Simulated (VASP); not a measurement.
# BaCr (Pm-3m) in VASP: further runs

Runs on BaCr. Level: PBE. Tasks: single point, relaxation of cell and atoms.

All numbers are computed with VASP 6.6.1; they aren't measurements. Logs are shortened: lines on timing, memory, paths and dates and some standing lists are left out, and cuts for length are marked.

### Step 1. The cell of the first run

The structure is cubic, space group Pm-3m (No. 221). Conventional cell: a = 3.701 Å, b = 3.701 Å, c = 3.701 Å, α = 90.00°, β = 90.00°, γ = 90.00°. Within 4.2 Å of Ba (site symmetry m-3m) lie 8 Cr at 3.21 Å and 6 Ba at 3.70 Å. Cr (site symmetry m-3m) has 8 Ba at 3.21 Å and 6 Cr at 3.70 Å within 4.2 Å.

### Step 2. Single point, PBE, collinear spin, ferromagnetic start

INCAR reads:

```
  PREC = Accurate
  ENCUT = 520
  EDIFF = 1E-7
  ISMEAR = 0
  SIGMA = 0.1
  LREAL = F
  LASPH = T
  NELM = 150
  ALGO = Normal
  ISIF = 2
  LWAVE = F
  LCHARG = T
  ISPIN = 2
  MAGMOM = 0 3
  LORBIT = 11
  LMAXMIX = 4
  GGA = PE
  LELF = T
  LVHAR = T
  NBANDS = 22
```

KPOINTS reads:

```
Automatic mesh
0
Gamma
  6 6 6
```

POSCAR reads:

```
BaCr
1.0
    3.7013579026      0.0000000000      0.0000000000
    0.0000000000      3.7013579026      0.0000000000
    0.0000000000      0.0000000000      3.7013579026
Ba Cr
1 1
Direct
    0.0000000000      0.0000000000      0.0000000000
    0.5000000000      0.5000000000      0.5000000000
```

Potentials or basis: VASP PAW PBE potentials, release 64 (Ba_sv, Cr_pv).

Run with:

```bash
cat potpaw_PBE.64/Ba_sv/POTCAR potpaw_PBE.64/Cr_pv/POTCAR > POTCAR
mpirun -np 1 vasp_std > vasp.out
```

OUTCAR:

```text
PREC = Accurate
   ENCUT = 520
   EDIFF = 1E-7
   ISMEAR = 0
   LREAL = F
   LASPH = T
   NELM = 150
   ISIF = 2
   ISPIN = 2
   LORBIT = 11
   GGA = PE

 ion  position               nearest neighbor table
   1  0.000  0.000  0.000-   2 3.21   2 3.21   2 3.21   2 3.21   2 3.21   2 3.21   2 3.21   2 3.21

   2  0.500  0.500  0.500-   1 3.21   1 3.21   1 3.21   1 3.21   1 3.21   1 3.21   1 3.21   1 3.21

  LATTYP: Found a simple cubic cell.
 ALAT       =     3.7013579026

  Lattice vectors:

 A1 = (   3.7013579026,   0.0000000000,   0.0000000000)
 A2 = (   0.0000000000,   3.7013579026,   0.0000000000)
 A3 = (   0.0000000000,   0.0000000000,   3.7013579026)

Analysis of symmetry for initial positions (statically):
=====================================================================
 Subroutine PRICEL returns:
 Original cell was already a primitive cell.

 Routine SETGRP: Setting up the symmetry group for a
 simple cubic supercell.

 Subroutine GETGRP returns: Found 48 space group operations
 (whereof 48 operations were pure point group operations)
 out of a pool of 48 trial point group operations.

The static configuration has the point symmetry O_h .

Analysis of symmetry for dynamics (positions and initial velocities):
=====================================================================
 Subroutine PRICEL returns:
 Original cell was already a primitive cell.

 Routine SETGRP: Setting up the symmetry group for a
 simple cubic supercell.

 Subroutine GETGRP returns: Found 48 space group operations
 (whereof 48 operations were pure point group operations)
 out of a pool of 48 trial point group operations.

The dynamic configuration has the point symmetry O_h .

Analysis of structural, dynamic, and magnetic symmetry:
=====================================================================
 Subroutine PRICEL returns:
 Original cell was already a primitive cell.

 Routine SETGRP: Setting up the symmetry group for a
 simple cubic supercell.

 Subroutine GETGRP returns: Found 48 space group operations
 (whereof 48 operations were pure point group operations)
 out of a pool of 48 trial point group operations.

The overall configuration has the point symmetry O_h .

 Subroutine INISYM returns: Found 48 space group operations
 (whereof 48 operations are pure point group operations),
 and found     1 'primitive' translations

----------------------------------------------------------------------------------------

                                     Primitive cell

  volume of cell :      50.7088

  direct lattice vectors                    reciprocal lattice vectors
     3.701357903  0.000000000  0.000000000     0.270171117  0.000000000  0.000000000
     0.000000000  3.701357903  0.000000000     0.000000000  0.270171117  0.000000000
     0.000000000  0.000000000  3.701357903     0.000000000  0.000000000  0.270171117

  length of vectors
     3.701357903  3.701357903  3.701357903     0.270171117  0.270171117  0.270171117

  position of ions in fractional coordinates (direct lattice)
     0.000000000  0.000000000  0.000000000
     0.500000000  0.500000000  0.500000000

  ion indices of the primitive-cell ions
   primitive index   ion index
                 1           1
                 2           2

----------------------------------------------------------------------------------------

 KPOINTS: Automatic mesh

Automatic generation of k-mesh.
 Grid dimensions read from file:
 generate k-points for:    6    6    6

 Generating k-lattice:

  Cartesian coordinates                     Fractional coordinates (reciprocal lattice)
     0.045028520  0.000000000  0.000000000     0.166666667  0.000000000  0.000000000
     0.000000000  0.045028520  0.000000000     0.000000000  0.166666667  0.000000000
     0.000000000  0.000000000  0.045028520     0.000000000  0.000000000  0.166666667

  Length of vectors
     0.045028520  0.045028520  0.045028520

  Shift w.r.t. Gamma in fractional coordinates (k-lattice)
     0.000000000  0.000000000  0.000000000

 Subroutine IBZKPT returns following result:
 ===========================================

 Found     20 irreducible k-points:

 Following reciprocal coordinates:
            Coordinates               Weight
  0.000000  0.000000  0.000000      1.000000
  0.166667  0.000000  0.000000      6.000000
  0.333333  0.000000  0.000000      6.000000
  0.500000  0.000000  0.000000      3.000000
  0.166667  0.166667  0.000000     12.000000
  0.333333  0.166667  0.000000     24.000000
[... 12 lines left out ...]
  0.500000  0.500000  0.333333      6.000000
  0.500000  0.500000  0.500000      1.000000
   k-points           NKPTS =     20   k-points in BZ     NKDIM =     20   number of bands    NBANDS=     22
   number of dos      NEDOS =    301   number of ions     NIONS =      2
   total plane-waves  NPLWV =  21952
   dimension x,y,z NGX =    28 NGY =   28 NGZ =   28
   dimension x,y,z NGXF=    56 NGYF=   56 NGZF=   56
[... 27 lines left out ...]
   EFERMI =   0.00;   METHOD = LEGACY
   ISMEAR =     0;   SIGMA  =   0.10  broadening in eV -4-tet -1-fermi 0-gaus
   EFERMI_NEDOS =   21; number of points for ismear=-14 and -15
   IALGO  =     38    algorithm
   IMIX   =      4    mixing-type and parameters
     AMIX     =   0.40;   BMIX     =  1.00
     AMIX_MAG =   1.60;   BMIX_MAG =  1.00
  volume/ion in A,a.u.               =      25.35       171.10
  Fermi-wavevector in a.u.,A,eV,Ry     =   1.239333  2.342000 20.897814  1.535946
  Thomas-Fermi vector in A             =   2.373821
   LORBIT       =     11    0 simple, 1 ext, 2 COOP (PROOUT), +10 PAW based schemes
   GGA     = PE    functional components
   LHFCALC =     F    Hartree Fock is set to
   AEXX    =    0.0000 exact exchange contribution
   IVDW    =     0    specifies the selected vdW correction
   LEPSILON=     F    determine dielectric tensor
   LRPA    =     F    only Hartree local field effects (RPA)
 spin polarized calculation
 Gauss-broadening in eV      SIGMA  =   0.10
  energy-cutoff  :      520.00
  volume of cell :       50.71
 maximum number of plane-waves:      1406
 NGX is ok and might be reduce to    28
   NGX = 13   NGY = 13   NGZ = 13

 number of electron      22.0000018 magnetization       4.3847571

 Free energy of the ion-electron system (eV)
  ---------------------------------------------------
  ext. energy  EPLUGINS =         0.00000000
  ---------------------------------------------------
  free energy    TOTEN  =        -9.01152103 eV

  energy without entropy =       -9.00305106  energy(sigma->0) =       -9.00728605

 E-fermi :   4.9930     XC(G=0): -10.2612

 val. band max:        4.9416267461   @ k =   0.5000   0.3333   0.3333
 cond. band min:       4.9990155604   @ k =   0.5000   0.3333   0.3333
 fundamental gap:      0.0573888142
 Fermi energy:         4.9930130838

 spin component 1

 k-point     1 :       0.0000    0.0000    0.0000
  band No.  band energies     occupation
      1     -38.7736      1.00000
      2     -38.7736      1.00000
      3     -38.7736      1.00000
      4     -22.6439      1.00000
      5      -7.3863      1.00000
      6      -7.3863      1.00000
[... 14 lines left out ...]
     21      12.0141      0.00000
     22      12.0141      0.00000
[... 451 lines left out ...]
 k-point    20 :       0.5000    0.5000    0.5000
  band No.  band energies     occupation
      1     -38.7803      1.00000
      2     -38.7803      1.00000
      3     -38.7803      1.00000
      4     -22.2385      1.00000
      5      -8.3608      1.00000
      6      -8.3608      1.00000
[... 14 lines left out ...]
     21      14.4367      0.00000
     22      14.4367      0.00000
 Fermi energy:         4.9930130838

 spin component 2

 k-point     1 :       0.0000    0.0000    0.0000
  band No.  band energies     occupation
      1     -35.0902      1.00000
      2     -35.0902      1.00000
      3     -35.0902      1.00000
      4     -22.6061      1.00000
      5      -7.3423      1.00000
      6      -7.3423      1.00000
[... 14 lines left out ...]
     21      12.9342      0.00000
     22      16.4828      0.00000
[... 452 lines left out ...]
  band No.  band energies     occupation
      1     -35.0985      1.00000
      2     -35.0985      1.00000
      3     -35.0985      1.00000
      4     -22.1993      1.00000
      5      -8.3232      1.00000
      6      -8.3232      1.00000
[... 14 lines left out ...]
     21      15.0351      0.00000
     22      16.4842      0.00000

------------------------ aborting loop because EDIFF is reached ----------------------------------------

  FORCE on cell =-STRESS in cart. coord.  units (eV):
  Direction    XX          YY          ZZ          XY          YZ          ZX
  --------------------------------------------------------------------------------------
  -------------------------------------------------------------------------------------
  Total        3.8511912      3.8511912      3.8511912      0.0000000     -0.0000000     -0.0000000
  in kB      121.6809013    121.6809013    121.6809013      0.0000000     -0.0000000     -0.0000000
  external PRESSURE =     121.6809013 kB  Pullay stress =       0.0000000 kB

 VOLUME and BASIS-vectors are now :
 -----------------------------------------------------------------------------
  energy-cutoff  :      520.00
  volume of cell :       50.71
      direct lattice vectors                 reciprocal lattice vectors
     3.701357903  0.000000000  0.000000000     0.270171117  0.000000000  0.000000000
     0.000000000  3.701357903  0.000000000     0.000000000  0.270171117  0.000000000
     0.000000000  0.000000000  3.701357903     0.000000000  0.000000000  0.270171117

 POSITION                                       TOTAL-FORCE (eV/Angst)
 -----------------------------------------------------------------------------------
      0.00000      0.00000      0.00000         0.000000      0.000000      0.000000
      1.85068      1.85068      1.85068         0.000000      0.000000      0.000000
 -----------------------------------------------------------------------------------
    total drift:                                0.000000      0.000000      0.000000

  FREE ENERGIE OF THE ION-ELECTRON SYSTEM (eV)
  ---------------------------------------------------
  free  energy   TOTEN  =        -9.0115210336 eV

  energy  without entropy=       -9.0030510645  energy(sigma->0) =       -9.00728605

 total charge

# of ion       s       p       d       tot
------------------------------------------
    1        2.072   5.488   0.676   8.235
    2        0.386   6.090   4.160  10.636
--------------------------------------------------
tot          2.458  11.578   4.836  18.871

 magnetization (x)

# of ion       s       p       d       tot
------------------------------------------
    1        0.003   0.054  -0.002   0.055
    2        0.082   0.026   3.685   3.794
--------------------------------------------------
tot          0.085   0.081   3.683   3.849
```

It took 93 s on 1 thread of Intel Xeon 8259CL, shared host; peak memory 0.19 GiB.

What came out:

```yaml
Free_energy: -9.0115 eV
Pressure: 12.2 GPa
Net_moment: 4.38 μB per cell
Site_moments: Ba +0.06; Cr +3.79 μB
Valence_electrons_inside_the_program's_atomic_spheres: Ba 8.23; Cr 10.64
```

Levels at points of the mesh, in eV from the Fermi level:
Spin up:
| k point | band 11 | band 12 | band 13 | band 14 | band 15 | band 16 |
| --- | --- | --- | --- | --- | --- | --- |
| (0.00, 0.00, 0.00) | -1.11 | -1.11 | -1.11 | 2.17 | 2.17 | 6.36 |
| (0.50, 0.00, 0.00) | -1.02 | -1.02 | -0.95 | 0.26 | 1.16 | 2.45 |
| (0.50, 0.50, 0.00) | -1.68 | -0.44 | -0.16 | 2.52 | 2.52 | 2.85 |
| (0.50, 0.50, 0.50) | -1.03 | -1.03 | -1.03 | -0.42 | -0.42 | 2.14 |
Spin down:
| k point | band 7 | band 8 | band 9 | band 10 | band 11 | band 12 |
| --- | --- | --- | --- | --- | --- | --- |
| (0.00, 0.00, 0.00) | -12.34 | -3.49 | -1.16 | -1.16 | 2.13 | 2.13 |
| (0.50, 0.00, 0.00) | -12.21 | -0.96 | 0.34 | 0.77 | 1.05 | 2.31 |
| (0.50, 0.50, 0.00) | -12.05 | -2.38 | -0.22 | 0.94 | 0.94 | 2.75 |
| (0.50, 0.50, 0.50) | -13.32 | -0.76 | -0.76 | -0.76 | 2.18 | 2.18 |

Caveat: the cell stands under pressure; an empty level that is flat over the whole mesh can mark a ghost state of the potentials, or a narrow d or f band; spin-orbit coupling is left out, which moves the levels of the heavy elements.

### Step 3. Single point, PBE, collinear spin, ferromagnetic start

This run uses another cell than the first one, of 35.05 Å³/atom.

INCAR reads:

```
ALGO     = Fast           # electronic algorithm
EDIFF    = 1E-6           # SCF threshold, eV
ENCUT    = 520            # plane-wave cutoff, eV
GGA      = PE             # functional
ISIF     = 2              # what is computed and relaxed
ISMEAR   = 0              # smearing method
ISPIN    = 2              # spin polarisation
LASPH    = T              # aspherical terms in the spheres
LCHARG   = F              # write CHGCAR
LMAXMIX  = 4              # l up to which the mixer works
LORBIT   = 11             # projections on sites
LREAL    = F              # projectors in reciprocal space
LWAVE    = F              # write WAVECAR
MAGMOM   = 0 4.36         # initial moments
NBANDS   = 22             # bands
NELM     = 150            # most SCF steps
PREC     = Accurate       # precision mode
SIGMA    = 0.1            # smearing width, eV
```

KPOINTS reads:

```
k-points
0
Gamma
  6 6 6
```

POSCAR reads:

```
BaCr
1.0
    4.1234113390      0.0000000000      0.0000000000
    0.0000000000      4.1234113390      0.0000000000
    0.0000000000      0.0000000000      4.1234113390
Ba Cr
1 1
Direct
    0.0000000000      0.0000000000      0.0000000000
    0.5000000000      0.5000000000      0.5000000000
```

Potentials or basis: VASP PAW PBE potentials, release 64 (Ba_sv, Cr_pv).

Run with:

```bash
cat potpaw_PBE.64/Ba_sv/POTCAR potpaw_PBE.64/Cr_pv/POTCAR > POTCAR
mpirun -np 1 vasp_std > vasp.out
```

Wall time 86 s (1 thread of Intel Xeon 8259CL, shared host); peak memory 0.23 GiB.

It converged, with:

| Item | Value |
| --- | --- |
| Free energy | -9.6518 eV |
| Pressure | 0.6 GPa |
| Net moment | 4.52 μB per cell |
| Site moments | Ba -0.01; Cr +3.98 μB |
| Valence electrons inside the program's atomic spheres | Ba 7.99; Cr 10.50 |

Levels at points of the mesh, in eV from the Fermi level:
Spin up:
```tsv
k point	band 9	band 10	band 11	band 12	band 13	band 14	band 15	band 16	band 17	band 18
(0.00, 0.00, 0.00)	-1.93	-1.93	-1.16	-1.16	-1.16	1.61	1.61	4.71	4.71	4.71
(0.50, 0.00, 0.00)	-1.61	-1.51	-1.18	-1.18	-1.07	-0.57	1.26	2.00	2.00	5.12
(0.50, 0.50, 0.00)	-1.87	-1.47	-1.47	-0.78	-0.61	1.18	1.18	1.99	3.94	3.94
(0.50, 0.50, 0.50)	-1.30	-1.30	-0.89	-0.89	-0.89	-0.76	-0.76	0.84	6.21	6.42
```
Spin down:
```tsv
k point	band 7	band 8	band 9	band 10	band 11	band 12
(0.00, 0.00, 0.00)	-13.12	-3.60	-0.43	-0.43	2.14	2.14
(0.50, 0.00, 0.00)	-13.07	-1.31	-0.79	1.06	1.25	2.20
(0.50, 0.50, 0.00)	-13.01	-1.80	-0.13	1.21	1.21	1.81
(0.50, 0.50, 0.50)	-13.52	-0.46	-0.46	-0.46	1.81	1.81
```

Caveat: spin-orbit coupling is left out, which moves the levels of the heavy elements.

### Step 4. Relaxation of cell and atoms, PBE, collinear spin, ferromagnetic start

INCAR reads:

```
SYSTEM = BaCr
  ALGO = Normal
  EDIFF = 1E-6
  EDIFFG = -0.04
  ENCUT = 600
  GGA = PE
  IBRION = 2
  ISIF = 3
  ISMEAR = 0
  ISPIN = 2
  LASPH = .True.
  LCHARG = .False.
  LMAXMIX = 4
  LORBIT = 11
  LREAL = .False.
  LWAVE = .False.
  MAGMOM = 0 4.36
  NELM = 150
  NSW = 90
  PREC = Accurate
  SIGMA = 0.1
```

KPOINTS reads:

```
k-points
0
Gamma
  6 6 6
  0 0 0
```

POSCAR reads:

```
BaCr
1.0
    3.7013579026      0.0000000000      0.0000000000
    0.0000000000      3.7013579026      0.0000000000
    0.0000000000      0.0000000000      3.7013579026
Ba Cr
1 1
Direct
    0.0000000000      0.0000000000      0.0000000000
    0.5000000000      0.5000000000      0.5000000000
```

Run with:

```bash
cat potpaw_PBE.64/Ba_sv/POTCAR potpaw_PBE.64/Cr_pv/POTCAR > POTCAR
mpirun -np 1 vasp_std > vasp.out
```

Run time: 4.1 min. Hardware: 1 thread of Intel Xeon 8259CL, shared host; peak memory 0.21 GiB.

Results (log left out):

| Quantity | Value |
| --- | --- |
| Free energy | -9.6519 eV |
| Relaxed volume | 36.33 Å³/atom |
| Relaxed cell | a = 4.173 Å, b = 4.173 Å, c = 4.173 Å, α = 90.00°, β = 90.00°, γ = 90.00° |
| Space group after relaxing (to 0.1 Å) | Pm-3m (No. 221) |
| Energy gained by relaxing | 320.2 meV/atom |
| Ionic steps | 4 |
| Pressure after relaxing | -0.1 GPa |
| Net moment | 4.57 μB per cell |
| Site moments | Ba -0.01; Cr +4.00 μB |
| Valence electrons inside the program's atomic spheres | Ba 7.97; Cr 10.49 |

Step by step:
| step | energy change (eV) | largest force (eV/Å) | pressure (GPa) | volume (Å³) |
| --- | --- | --- | --- | --- |
| 1 | 0.0000 | 0.0000 | 12.20 | 50.71 |
| 2 | -0.6086 | 0.0000 | 1.93 | 66.24 |
| 3 | -0.6375 | 0.0000 | -0.41 | 74.25 |
| 4 | -0.6403 | 0.0000 | -0.11 | 72.65 |

Final structure:
```
Ba Cr
1.0
     4.17272    0.00000    0.00000
     0.00000    4.17272    0.00000
     0.00000    0.00000    4.17272
Ba Cr
1 1
Cartesian
  0.0000 0.0000 0.0000
  2.0864 2.0864 2.0864
```

Levels at points of the mesh, in eV from the Fermi level:
Spin up:
```tsv
k point	band 10	band 11	band 12	band 13	band 14	band 15	band 16	band 17
(0.00, 0.00, 0.00)	-1.88	-1.16	-1.16	-1.16	1.56	1.56	4.54	4.54
(0.50, 0.00, 0.00)	-1.49	-1.18	-1.18	-1.08	-0.62	1.25	1.96	1.96
(0.50, 0.50, 0.00)	-1.45	-1.45	-0.80	-0.64	1.08	1.08	1.91	3.81
(0.50, 0.50, 0.50)	-1.30	-0.85	-0.85	-0.85	-0.79	-0.79	0.73	6.15
```
Spin down:
| k point | band 5 | band 6 | band 7 | band 8 | band 9 | band 10 | band 11 | band 12 | band 13 | band 14 |
| --- | --- | --- | --- | --- | --- | --- | --- | --- | --- | --- |
| (0.00, 0.00, 0.00) | -13.20 | -13.20 | -13.20 | -3.57 | -0.36 | -0.36 | 2.14 | 2.14 | 2.14 | 3.16 |
| (0.50, 0.00, 0.00) | -13.72 | -13.15 | -13.15 | -1.31 | -0.86 | 1.06 | 1.31 | 2.21 | 2.21 | 2.32 |
| (0.50, 0.50, 0.00) | -13.63 | -13.63 | -13.10 | -1.73 | -0.11 | 1.24 | 1.24 | 1.70 | 1.70 | 2.54 |
| (0.50, 0.50, 0.50) | -13.57 | -13.57 | -13.57 | -0.42 | -0.42 | -0.42 | 1.79 | 1.79 | 1.79 | 2.49 |

Caveat: the volume moved by over 15 % at a fixed basis, so the end points are rough; spin-orbit coupling is left out, which moves the levels of the heavy elements.

### Step 5. Summary

```csv
task,cell,cutoff (eV),gap on the mesh (eV),pressure (GPa),moment (μB)
single point,"a = 3.701 Å, 2 atoms",520,none,12.2,4.38
single point,"a = 4.123 Å, 2 atoms",520,none,0.6,4.52
relaxation of cell and atoms,"relaxed from a = 3.701 Å, 2 atoms",600,none,-0.1,4.57
```

Alike in all rows: level PBE; potentials or basis VASP PAW PBE potentials, release 64 (Ba_sv, Cr_pv); spin collinear, ferromagnetic start; k mesh 6 × 6 × 6; smearing gaussian 0.1 eV.

Caveats: spin-orbit coupling is left out, which moves the levels of the heavy elements; the cell stands under pressure (at least some runs); an empty level that is flat over the whole mesh can mark a ghost state of the potentials, or a narrow d or f band (at least some runs); the volume moved by over 15 % at a fixed basis, so the end points are rough (at least some runs).

Absolute energies hang on the potentials; compare differences alone.

The gap in the log of VASP goes by the Fermi energy; the results here count the filled bands.